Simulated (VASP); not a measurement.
# Si2Mo5 (Cmmm) in VASP: single point with PBE

Aim: the single point of Si2Mo5 with PBE.

Program: VASP 6.6.1. These are calculated values, not measurements. Logs are shortened: lines on timing, memory, paths and dates and some standing lists are left out, and cuts for length are marked.

## 1. The cell of the first run

The structure is orthorhombic, space group Cmmm (No. 65). The conventional cell has a = 4.997 Å, b = 8.404 Å, c = 4.957 Å, α = 90.00°, β = 90.00°, γ = 90.00°. Si (site symmetry 2/m) has 10 Mo at 2.44 to 2.85 Å and 2 Si at 2.50 Å within 3.2 Å. Within 3.2 Å of Mo (site symmetry mm2) lie 10 Mo at 2.41 to 3.13 Å and 4 Si at 2.76 Å. Mo (site symmetry mmm) has 4 Si at 2.44 Å and 8 Mo at 2.80 to 2.87 Å within 3.2 Å. Mo (site symmetry m2m) has 11 Mo at 2.82 to 3.13 Å and 4 Si at 2.85 Å within 3.7 Å.

## 2. Single point, PBE

Contents of INCAR:

```
PREC = Accurate
ENCUT = 520
EDIFF = 1E-6
ISMEAR = 0
SIGMA = 0.1
LREAL = F
LASPH = T
NELM = 60
ALGO = Fast
ISIF = 2
LWAVE = F
LCHARG = F
GGA = PE
NBANDS = 48
```

Contents of KPOINTS:

```
regular mesh
0
Gamma
  8 8 6
```

Contents of POSCAR:

```
Si2Mo5
1.0
    2.4984718850     -4.2021706693      0.0000000000
    2.4984718850      4.2021706693      0.0000000000
    0.0000000000      0.0000000000      4.9567472019
Si Mo
2 5
Direct
    0.0000000000      0.5000000000      0.0000000000
    0.5000000000      0.0000000000      0.0000000000
    0.0000000000      0.0000000000      0.7432501214
    0.0000000000      0.0000000000      0.2567498786
    0.5000000000      0.5000000000      0.0000000000
    0.3282201955      0.6717798045      0.5000000000
    0.6717798045      0.3282201955      0.5000000000
```

Potentials or basis: VASP PAW PBE potentials, release 64 (Si, Mo_sv).

Started as:

```console
$ cat potpaw_PBE.64/Si/POTCAR potpaw_PBE.64/Mo_sv/POTCAR > POTCAR
$ mpirun -np 1 vasp_std > vasp.out
```

OUTCAR:

```text
PREC = Accurate
   ENCUT = 520
   EDIFF = 1E-6
   ISMEAR = 0
   LREAL = F
   LASPH = T
   NELM = 60
   ISIF = 2
   GGA = PE

 ion  position               nearest neighbor table
   1  0.000  0.500  0.000-   5 2.44   5 2.44   2 2.50   2 2.50   3 2.76   4 2.76   4 2.76   3 2.76
                             6 2.85   7 2.85   6 2.85   7 2.85
   2  0.500  0.000  0.000-   5 2.44   5 2.44   1 2.50   1 2.50   4 2.76   3 2.76   4 2.76   3 2.76
                             6 2.85   7 2.85   6 2.85   7 2.85
   3  0.000  0.000  0.743-   4 2.41   4 2.55   2 2.76   1 2.76   1 2.76   2 2.76   5 2.80   5 2.80
                             7 3.01   6 3.01   7 3.13   7 3.13   6 3.13   6 3.13
   4  0.000  0.000  0.257-   3 2.41   3 2.55   1 2.76   2 2.76   1 2.76   2 2.76   5 2.80   5 2.80
                             6 3.01   7 3.01   7 3.13   7 3.13   6 3.13   6 3.13
   5  0.500  0.500  0.000-   1 2.44   2 2.44   2 2.44   1 2.44   3 2.80   4 2.80   3 2.80   4 2.80
                             6 2.87   7 2.87   6 2.87   7 2.87
   6  0.328  0.672  0.500-   7 2.82   7 2.82   2 2.85   1 2.85   2 2.85   1 2.85   5 2.87   5 2.87
                             7 2.89   3 3.01   4 3.01   4 3.13   3 3.13   4 3.13   3 3.13
   7  0.672  0.328  0.500-   6 2.82   6 2.82   2 2.85   1 2.85   2 2.85   1 2.85   5 2.87   5 2.87
                             6 2.89   3 3.01   4 3.01   3 3.13   4 3.13   3 3.13   4 3.13

  LATTYP: Found a base centered orthorhombic cell.
 ALAT       =     4.9969437700
 B/A-ratio  =     1.6818963201
 C/A-ratio  =     0.9919557694

  Lattice vectors:

 A1 = (   2.4984718850,  -4.2021706693,   0.0000000000)
 A2 = (   2.4984718850,   4.2021706693,   0.0000000000)
 A3 = (   0.0000000000,   0.0000000000,   4.9567472019)

Analysis of symmetry for initial positions (statically):
=====================================================================
 Subroutine PRICEL returns:
 Original cell was already a primitive cell.

 Routine SETGRP: Setting up the symmetry group for a
 base centered orthorhombic supercell.

 Subroutine GETGRP returns: Found  8 space group operations
 (whereof  8 operations were pure point group operations)
 out of a pool of  8 trial point group operations.

The static configuration has the point symmetry D_2h.

Analysis of symmetry for dynamics (positions and initial velocities):
=====================================================================
 Subroutine PRICEL returns:
 Original cell was already a primitive cell.

 Routine SETGRP: Setting up the symmetry group for a
 base centered orthorhombic supercell.

 Subroutine GETGRP returns: Found  8 space group operations
 (whereof  8 operations were pure point group operations)
 out of a pool of  8 trial point group operations.

The dynamic configuration has the point symmetry D_2h.

 Subroutine INISYM returns: Found  8 space group operations
 (whereof  8 operations are pure point group operations),
 and found     1 'primitive' translations

----------------------------------------------------------------------------------------

                                     Primitive cell

  volume of cell :     104.0818

  direct lattice vectors                    reciprocal lattice vectors
     2.498471885 -4.202170669  0.000000000     0.200122324 -0.118986124  0.000000000
     2.498471885  4.202170669  0.000000000     0.200122324  0.118986124  0.000000000
     0.000000000  0.000000000  4.956747202     0.000000000  0.000000000  0.201745209

  length of vectors
     4.888823999  4.888823999  4.956747202     0.232823200  0.232823200  0.201745209

  position of ions in fractional coordinates (direct lattice)
     0.000000000  0.500000000  0.000000000
     0.500000000  0.000000000  0.000000000
     0.000000000  0.000000000  0.743250121
     0.000000000  0.000000000  0.256749879
     0.500000000  0.500000000  0.000000000
     0.328220196  0.671779804  0.500000000
     0.671779804  0.328220196  0.500000000

  ion indices of the primitive-cell ions
   primitive index   ion index
                 1           1
                 2           2
                 3           3
                 4           4
                 5           5
                 6           6
                 7           7

----------------------------------------------------------------------------------------

 KPOINTS: regular mesh

Automatic generation of k-mesh.
 Grid dimensions read from file:
 generate k-points for:    8    8    6

 Generating k-lattice:

  Cartesian coordinates                     Fractional coordinates (reciprocal lattice)
     0.025015290 -0.014873265  0.000000000     0.125000000  0.000000000  0.000000000
     0.025015290  0.014873265  0.000000000     0.000000000  0.125000000  0.000000000
     0.000000000  0.000000000  0.033624201     0.000000000  0.000000000  0.166666667

  Length of vectors
     0.029102900  0.029102900  0.033624201

  Shift w.r.t. Gamma in fractional coordinates (k-lattice)
     0.000000000  0.000000000  0.000000000

 Subroutine IBZKPT returns following result:
 ===========================================

 Found     84 irreducible k-points:

 Following reciprocal coordinates:
            Coordinates               Weight
  0.000000  0.000000  0.000000      1.000000
  0.125000  0.000000  0.000000      4.000000
  0.250000  0.000000  0.000000      4.000000
  0.375000  0.000000  0.000000      4.000000
  0.500000  0.000000  0.000000      2.000000
  0.125000  0.125000  0.000000      2.000000
[... 16 lines left out ...]
  0.125000  0.000000  0.166667      8.000000
  0.250000  0.000000  0.166667      8.000000
 [... further k-points ...]
   k-points           NKPTS =     84   k-points in BZ     NKDIM =     84   number of bands    NBANDS=     48
   number of dos      NEDOS =    301   number of ions     NIONS =      7
   total plane-waves  NPLWV =  51840
   dimension x,y,z NGX =    36 NGY =   36 NGZ =   40
   dimension x,y,z NGXF=    72 NGYF=   72 NGZF=   80
   ions per type =               2   5
   NGX,Y,Z   is equivalent  to a cutoff of  12.24, 12.24, 13.42 a.u.
   NGXF,Y,Z  is equivalent  to a cutoff of  24.48, 24.48, 26.83 a.u.
 SYSTEM =  unknown system
   PREC   = accura    normal or accurate (medium, high low for compatibility)
   ISTART =      0    job   : 0-new  1-cont  2-samecut
   ICHARG =      2    charge: 1-file 2-atom 10-const
   ISPIN  =      1    spin polarized calculation?
   LNONCOLLINEAR =      F non collinear calculations
   LSORBIT =      F    spin-orbit coupling
   LASPH  =      T    aspherical Exc in radial PAW
   ENCUT  =  520.0 eV  38.22 Ry    6.18 a.u.   9.09  9.09  9.22*2*pi/ulx,y,z
   NELM   =     60;   NELMIN=  2; NELMDL= -5     # of ELM steps
   EDIFF  = 0.1E-05   stopping-criterion for ELM
   LREAL  =      F    real-space projection
   EDIFFG = 0.1E-04   stopping-criterion for IOM
   NSW    =      0    number of steps for IOM
   IBRION =     -1    ionic relax: 0-MD 1-quasi-New 2-CG
   NFREE  =      0    steps in history (QN), initial steepest desc. (CG)
   ISIF   =      2    stress and relaxation
   ISYM   =      2    0-nonsym 1-usesym 2-fastsym
   POTIM  = 0.5000    time-step for ionic-motion
   TEBEG  =    0.0;   TEEND  =   0.0 temperature during run
   PSTRESS=    0.0 pullay stress
   NELECT =      78.0000    total number of electrons
   NUPDOWN=      -1.0000    fix difference up-down
   EMIN   =  10.00;   EMAX   =-10.00  energy-range for DOS
   EFERMI =   0.00;   METHOD = LEGACY
   ISMEAR =     0;   SIGMA  =   0.10  broadening in eV -4-tet -1-fermi 0-gaus
   EFERMI_NEDOS =   21; number of points for ismear=-14 and -15
   IALGO  =     68    algorithm
   IMIX   =      4    mixing-type and parameters
     AMIX     =   0.40;   BMIX     =  1.00
     AMIX_MAG =   1.60;   BMIX_MAG =  1.00
  volume/ion in A,a.u.               =      14.87       100.34
  Fermi-wavevector in a.u.,A,eV,Ry     =   1.487013  2.810047 30.085301  2.211207
  Thomas-Fermi vector in A             =   2.600227
   LORBIT       =      0    0 simple, 1 ext, 2 COOP (PROOUT), +10 PAW based schemes
   GGA     = PE    functional components
   LHFCALC =     F    Hartree Fock is set to
   AEXX    =    0.0000 exact exchange contribution
   IVDW    =     0    specifies the selected vdW correction
   LEPSILON=     F    determine dielectric tensor
   LRPA    =     F    only Hartree local field effects (RPA)
 non-spin polarized calculation
 RMM-DIIS sequential band-by-band and
 Gauss-broadening in eV      SIGMA  =   0.10
  energy-cutoff  :      520.00
  volume of cell :      104.08
 maximum number of plane-waves:      2821
   NGX = 19   NGY = 19   NGZ = 19

 number of electron      78.0000001 magnetization

 Free energy of the ion-electron system (eV)
  ---------------------------------------------------
  ext. energy  EPLUGINS =         0.00000000
  ---------------------------------------------------
  free energy    TOTEN  =       -66.25530044 eV

  energy without entropy =      -66.22955706  energy(sigma->0) =      -66.24242875

 E-fermi :  12.2068     XC(G=0): -12.9265

 val. band max:       12.2035381289   @ k =   0.5000   0.0000   0.5000
 cond. band min:      12.2069770301   @ k =   0.1250   0.1250   0.3333
 fundamental gap:      0.0034389012
 Fermi energy:        12.2067597224

 k-point     1 :       0.0000    0.0000    0.0000
  band No.  band energies     occupation
      1     -48.9985      2.00000
      2     -48.7886      2.00000
      3     -48.6904      2.00000
      4     -48.6545      2.00000
      5     -48.2767      2.00000
      6     -24.0655      2.00000
[... 40 lines left out ...]
     47      15.3012      0.00000
     48      15.4323      0.00000

 k-point     2 :       0.1250    0.0000    0.0000
  band No.  band energies     occupation
      1     -48.9967      2.00000
      2     -48.7862      2.00000
      3     -48.6941      2.00000
      4     -48.6544      2.00000
      5     -48.2773      2.00000
      6     -24.0719      2.00000
[... 40 lines left out ...]
     47      14.9429      0.00000
     48      15.3075      0.00000

 k-point     3 :       0.2500    0.0000    0.0000
  band No.  band energies     occupation
      1     -48.9922      2.00000
      2     -48.7791      2.00000
      3     -48.7046      2.00000
      4     -48.6544      2.00000
      5     -48.2789      2.00000
      6     -24.0870      2.00000
[... 1060 lines left out ...]
     47      15.1009      0.00000
     48      15.3764      0.00000

 k-point    24 :       0.2500    0.0000    0.1667
  band No.  band energies     occupation
      1     -48.9724      2.00000
      2     -48.7782      2.00000
      3     -48.7046      2.00000
      4     -48.6759      2.00000
      5     -48.2795      2.00000
      6     -23.9620      2.00000
[... 40 lines left out ...]
     47      15.0138      0.00000
     48      15.1094      0.00000

 [... further k-points ...]
[... 5 lines left out ...]
  --------------------------------------------------------------------------------------
  -------------------------------------------------------------------------------------
  Total        0.1883885      0.2003617      0.3079675      0.0000000      0.0000000      0.0000000
  in kB        2.8999465      3.0842559      4.7406795      0.0000000      0.0000000      0.0000000
  external PRESSURE =       3.5749606 kB  Pullay stress =       0.0000000 kB

 VOLUME and BASIS-vectors are now :
 -----------------------------------------------------------------------------
  energy-cutoff  :      520.00
  volume of cell :      104.08
      direct lattice vectors                 reciprocal lattice vectors
     2.498471885 -4.202170669  0.000000000     0.200122324 -0.118986124  0.000000000
     2.498471885  4.202170669  0.000000000     0.200122324  0.118986124  0.000000000
     0.000000000  0.000000000  4.956747202     0.000000000  0.000000000  0.201745209

 POSITION                                       TOTAL-FORCE (eV/Angst)
 -----------------------------------------------------------------------------------
      1.24924      2.10109      0.00000        -0.000000      0.000000      0.000000
      1.24924     -2.10109      0.00000        -0.000000      0.000000      0.000000
      0.00000      0.00000      3.68410        -0.000000      0.000000      0.018665
      0.00000      0.00000      1.27264         0.000000      0.000000     -0.018665
      2.49847      0.00000      0.00000        -0.000000      0.000000      0.000000
      2.49847      1.44370      2.47837        -0.000000      0.002405     -0.000000
      2.49847     -1.44370      2.47837        -0.000000     -0.002405      0.000000
 -----------------------------------------------------------------------------------
    total drift:                                0.000000      0.000000      0.000000

  FREE ENERGIE OF THE ION-ELECTRON SYSTEM (eV)
  ---------------------------------------------------
  free  energy   TOTEN  =       -66.2553004393 eV

  energy  without entropy=      -66.2295570635  energy(sigma->0) =      -66.24242875
```

It took 12 min on 1 thread of Intel Xeon 8259CL, shared host; peak memory 0.43 GiB.

Results:

```
Free energy            : -66.2553 eV
Pressure               : 0.4 GPa
Largest force          : 0.019 eV/Å
Band gap on the k mesh : zero (bands 39 and 40 overlap by 1.14 eV)
```

Forces on the atoms (eV/Å):
```
Si   0.000  0.000  0.000
Si   0.000  0.000  0.000
Mo   0.000  0.000  0.019
Mo   0.000  0.000 -0.019
Mo   0.000  0.000  0.000
Mo   0.000  0.002  0.000
Mo   0.000 -0.002  0.000
```

Stress tensor (GPa, compression positive):
```
0.29 0.00 0.00
0.00 0.31 0.00
0.00 0.00 0.47
```
